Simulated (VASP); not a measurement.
Set up this calculation in VASP 6.6.1, as the native input.

| Property | Result |
| --- | --- |
| Task | single point |
| Functional | PBE |
| Potentials or basis | VASP PAW PBE potentials, release 64 (Ba_sv, Ti_sv, O_h) |
| Cutoff | 1340 eV |
| k mesh | 6 × 6 × 6 |
| Occupations | fermi-dirac, width 0.02 eV |
| Spin | no spin polarisation |
| Dipole correction | no |
| Further INCAR settings | ALGO = Normal; EDIFF = 1e-06; NBANDS = 28 |

The structure of BaTiO3 lies in POSCAR:

```
BaTiO3
1.0
    2.7780863487      1.6039289013      2.3479795723
   -2.7780863487      1.6039289013      2.3479795723
    0.0000000000     -3.2078578026      2.3479795723
Ba Ti O
1 1 3
Direct
   -0.0017627534     -0.0017627534     -0.0017627534
    0.4871148670      0.4871148670      0.4871148670
    0.5096691229      0.5096691229      0.0145096407
    0.0145096407      0.5096691229      0.5096691229
    0.5096691229      0.0145096407      0.5096691229
```

This cell differs from its parent crystal: epitaxial xy strain -2.2%.

One way to write it, as run:

INCAR

```
SYSTEM = BaTiO3
PREC = Accurate
ENCUT = 1340
EDIFF = 1E-6
ISMEAR = -1
SIGMA = 0.02
LREAL = .FALSE.
LASPH = .TRUE.
NELM = 120
ALGO = Normal
ISIF = 2
LWAVE = .FALSE.
LCHARG = .FALSE.
GGA = PE
NBANDS = 28
GGA_COMPAT = .FALSE.
```

KPOINTS

```
Automatic mesh
0
G
  6 6 6
  0 0 0
```

Potentials or basis: VASP PAW PBE potentials, release 64 (Ba_sv, Ti_sv, O_h).

Launch:

```bash
$ cat potpaw_PBE.64/Ba_sv/POTCAR potpaw_PBE.64/Ti_sv/POTCAR potpaw_PBE.64/O_h/POTCAR > POTCAR
$ mpirun -np 1 vasp_std > vasp.out
```

It gave:

The pressure is 10.2 GPa. The largest force is 0.091 eV/Å. The band gap on the k mesh is 2.26 eV (least direct gap 2.53 eV).

Caveat: the cell differs from its parent crystal (epitaxial xy strain -2.2%); the stress differs along the axes, from 5 to 13 GPa; spin-orbit coupling is left out, which moves the levels of the heavy elements.

Run time: 4.6 min on 1 thread of Intel(R) Xeon(R) Platinum 8375C CPU @ 2.90GHz (Ice Lake), on a shared host, peak memory 0.47 GiB.
